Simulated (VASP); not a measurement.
A run of VASP 6.6.1 is set up as follows.

INCAR

```
SYSTEM = Ru
PREC = Accurate ; ENCUT = 520
EDIFF = 1E-6 ; ISMEAR = 0
SIGMA = 0.05 ; LREAL = .False.
LASPH = .True. ; NELM = 80
ALGO = Normal ; ISIF = 2
LWAVE = .False. ; LCHARG = .True.
GGA = PS ; LELF = .True.
LVHAR = .True. ; NBANDS = 21
```

The input KPOINTS:

```
Automatic mesh
0
Gamma
  18 18 10
  0 0 0
```

The input POSCAR:

```
Ru
1.0
    2.6887700148      0.0000000000      0.0000000000
   -1.3443850074      2.3285431377      0.0000000000
    0.0000000000      0.0000000000      4.2537440893
Ru
2
Direct
    0.3333333333      0.6666666667      0.7500000000
    0.6666666667      0.3333333333      0.2500000000
```

Potentials or basis: VASP PAW PBE potentials, release 64 (Ru_pv).

Launch:

```console
$ cat potpaw_PBE.64/Ru_pv/POTCAR > POTCAR
$ mpirun -np 1 vasp_std > vasp.out
```

**Question.** Predict the pressure.

**Answer.** 0.0 GPa.

**Question.** What does it give for the band gap on the k mesh?

**Answer.** Zero (band 14 reaches 14.58 eV, above the bottom of band 15 at 11.36 eV).

Caveat: the PAW data sets were made with another functional, which shifts forces and pressure a little.
